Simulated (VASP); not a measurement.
Set up this calculation in VASP 6.6.1, as the native input.

* Task: density of states
* Functional: PBEsol
* Potentials or basis: VASP PAW PBE potentials, release 64 (Ir)
* Cutoff: 520 eV
* k mesh: 18 × 18 × 18
* Occupations: gaussian, width 0.05 eV
* Spin: no spin polarisation
* Dipole correction: no
* k mesh for the DOS: 27 × 27 × 27
* Occupations for the DOS: tetrahedron
* Further INCAR settings: ALGO = Normal; EDIFF = 1e-06

Crystal: Ir.

```
Ir
1.0
     0.00000    1.91508    1.91508
     1.91508    0.00000    1.91508
     1.91508    1.91508    0.00000
Ir
1
Direct
  0.00000 0.00000 0.00000
```

The input as run:

POSCAR

```
Ir
1.0
    0.0000000000      1.9150774022      1.9150774022
    1.9150774022      0.0000000000      1.9150774022
    1.9150774022      1.9150774022      0.0000000000
Ir
1
Direct
    0.0000000000      0.0000000000      0.0000000000
```

INCAR.step1

```
PREC = Accurate
ENCUT = 520
EDIFF = 1E-6
ISMEAR = 0
SIGMA = 0.05
LREAL = False
LASPH = True
NELM = 80
ALGO = Normal
ISIF = 2
LWAVE = False
LCHARG = True
LMAXMIX = 4
GGA = PS
NBANDS = 10
```

KPOINTS.step1

```
Automatic mesh
0
Gamma
  18 18 18
```

INCAR.step2

```
PREC = Accurate
ENCUT = 520
EDIFF = 1E-6
ISMEAR = -5
SIGMA = 0.05
LREAL = False
LASPH = True
NELM = 80
ALGO = Normal
ISIF = 2
LWAVE = False
LCHARG = False
LMAXMIX = 4
GGA = PS
LORBIT = 11
NEDOS = 2001
ICHARG = 11
```

KPOINTS.step2

```
Automatic mesh
0
Gamma
  27 27 27
```

Potentials or basis: VASP PAW PBE potentials, release 64 (Ir).

The run is started by

```console
$ cat potpaw_PBE.64/Ir/POTCAR > POTCAR
$ cp INCAR.step1 INCAR
$ cp KPOINTS.step1 KPOINTS
$ mpirun -np 1 vasp_std > vasp.out
$ cp INCAR.step2 INCAR
$ cp KPOINTS.step2 KPOINTS
$ mpirun -np 1 vasp_std > vasp.out
```

It gave:

* Valence electrons inside the program's atomic spheres: Ir 8.41

Caveat: spin-orbit coupling is left out, which moves the levels of the heavy elements.

Wall time 19 s on 1 thread of Intel(R) Xeon(R) 6975P-C (Granite Rapids), with other jobs on the host, peak memory 0.18 GiB.
